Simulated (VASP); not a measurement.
Write the native input for VASP 6.6.1 that does the following.

* Task: single point
* Functional: PBEsol
* Potentials or basis: VASP PAW PBE potentials, release 64 (Ta_pv)
* Cutoff: 520 eV
* k mesh: 10 × 10 × 10
* Occupations: fermi-dirac, width 0.1 eV
* Spin: no spin polarisation
* Dipole correction: no
* Further INCAR settings: ALGO = Normal; EDIFF = 1e-07; NBANDS = 18

The structure of Ta lies in POSCAR:

```
Ta
1.0
    0.0000000000      2.9617580083      2.9617580083
    2.9617580083      0.0000000000      2.9617580083
    2.9617580083      2.9617580083      0.0000000000
Ta
2
Direct
    0.1250000000      0.1250000000      0.1250000000
    0.8750000000      0.8750000000      0.8750000000
```

This cell differs from its parent crystal: volume scaled by 0.96.

These files were run (other wordings do the same):

INCAR

```
SYSTEM = Ta
ALGO = Normal
EDIFF = 1E-7
ENCUT = 520
GGA = PS
ISIF = 2
ISMEAR = -1
LASPH = .TRUE.
LCHARG = .FALSE.
LREAL = .FALSE.
LWAVE = .FALSE.
NBANDS = 18
NELM = 100
PREC = Accurate
SIGMA = 0.1
```

KPOINTS

```
k-points
0
G
  10 10 10
  0 0 0
```

Potentials or basis: VASP PAW PBE potentials, release 64 (Ta_pv).

Command:

```bash
$ cat potpaw_PBE.64/Ta_pv/POTCAR > POTCAR
$ mpirun -np 1 vasp_std > vasp.out
```

Results of the run:

The pressure is 3.5 GPa and the band gap on the k mesh is zero (band 11 reaches 2.81 eV, above the bottom of band 12 at 1.94 eV).

Caveat: the PAW data sets were made with another functional, which shifts forces and pressure a little; spin-orbit coupling is left out, which moves the levels of the heavy elements.

Wall time 58 s on 1 thread of Intel Xeon 8259CL, on a shared host, peak memory 0.19 GiB.
